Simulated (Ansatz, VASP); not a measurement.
**MgO2 in VASP and in Ansatz**

```
CELL_PARAMETERS angstrom
1.57848 0.91134 3.46195
-1.57848 0.91134 3.46195
0.00000 -1.82267 3.46195
ATOMIC_POSITIONS crystal
Mg 0.00000 0.00000 0.00000
O 0.42912 0.42912 0.42912
O 0.57088 0.57088 0.57088
```

Alike in both runs: task single point; functional r2SCAN; k mesh 12 × 12 × 12; occupations gaussian, width 0.02 eV; no spin polarisation.

|  | VASP | Ansatz |
| --- | --- | --- |
| version | VASP 6.6.1 | Ansatz 0.2.0 |
| potentials or method | VASP PAW PBE potentials, release 64 (Mg, O), cutoff 520 eV | scalar-relativistic, plane waves, PAW |
| valence electrons in the cell | 14 | 22 |

Ansatz gave:

```
gap on the k mesh at the Fermi level (eV) : 3.16
least direct gap on the mesh (eV)         : 3.16
```

Problem. What did VASP give for the same quantities?

Solution. gap on the k mesh at the Fermi level (eV): 3.13; least direct gap on the mesh (eV): 3.13.

VASP's potentials were made for PBE, not for r2SCAN. With one functional, cell and mesh, what is left measures potentials, basis and numerics. VASP's potentials hold 14 valence electrons a cell and Ansatz's 22, so a difference there can come from the potentials and not from the codes.
